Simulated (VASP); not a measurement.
# CaO (kl): single point with LDA

Crystal: CaO (kl).

```
CELL_PARAMETERS angstrom
0.00000 2.45350 2.45350
2.45350 0.00000 2.45350
2.45350 2.45350 0.00000
ATOMIC_POSITIONS crystal
Ca 0.00000 0.00000 0.00000
O 0.50000 0.50000 0.50000
```

```json
{
  "Program": "VASP 6.6.1",
  "Task": "single point",
  "Functional": "LDA",
  "Potentials or basis": "VASP PAW LDA potentials, release 64 (Ca_sv, O)",
  "Cutoff": "600 eV",
  "k mesh": "6 × 6 × 6",
  "Occupations": "gaussian, width 0.1 eV",
  "Spin": "no spin polarisation"
}
```

The pressure is -11.7 GPa and the band gap on the k mesh is 3.48 eV, indirect (least direct gap 3.87 eV).

Levels at points of the mesh, in eV from the valence-band top:
```
           k point  band 5  band 6  band 7  band 8  band 9  band 10  band 11  band 12
(0.00, 0.00, 0.00)  -15.09    0.00    0.00    0.00    4.08     5.96     5.96     5.96
(0.50, 0.00, 0.00)  -14.07   -2.56   -1.11   -1.11    6.67     7.86     7.97     7.97
(0.50, 0.50, 0.00)  -14.84   -1.33   -0.39   -0.39    3.48     7.56     8.52     9.12
```

It took 24 s on 1 thread of AMD EPYC 7R13, with other jobs on the host, peak memory 0.11 GiB.

A k mesh can miss the band edges. Expect the measured gap to be larger: semilocal functionals such as LDA lack the derivative discontinuity.
